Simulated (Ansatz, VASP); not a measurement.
**Two plane-wave programs on HfO2**

```xyz
6
Lattice="3.6043 0.0000 0.0000 0.0000 3.6043 0.0000 0.0000 0.0000 4.4744" Properties=species:S:1:pos:R:3 pbc="T T T"
Hf    1.8022    1.8022    2.2372
Hf    0.0000    0.0000    0.0000
O     0.0000    1.8022    3.1019
O     1.8022    0.0000    3.6097
O     1.8022    0.0000    1.3725
O     0.0000    1.8022    0.8647
```

Change from the starting cell: strain -0.1500 x Voigt [0, 0, 1, 0, 0, 0], atoms carried along.

Alike in both runs: task single point; functional PBE; k mesh 6 × 6 × 4; occupations gaussian, width 0.05 eV; no spin polarisation.

|  | VASP | Ansatz |
| --- | --- | --- |
| version | VASP 6.6.1 | Ansatz 0.2.0 |
| potentials or method | VASP PAW PBE potentials, release 64 (Hf_pv, O), cutoff 520 eV | scalar-relativistic, plane waves, PAW |
| valence electrons in the cell | 44 | 76 |

```tsv
	VASP	Ansatz	Ansatz less VASP
gap on the k mesh at the Fermi level (eV)	2.42	2.45	+0.029
least direct gap on the mesh (eV)	2.44	2.46	+0.024
pressure (GPa)	45.2	49.5	+4.33
traceless stress, the component that is largest in VASP (GPa)	45.13	44.16	-0.971
rms of the force components (eV/Å)	0.454	0.455	+0.0011
```

Atom by atom the forces differ by 0.001 eV/Å (rms over components). Both programs put the cell under a high pressure, so it lies far from rest at this level. The functional is the same, so the differences come from potentials, cutoffs and numerics. VASP's potentials hold 44 valence electrons a cell and Ansatz's 76, so a difference there can come from the potentials and not from the codes.

Spin-orbit coupling is off throughout.
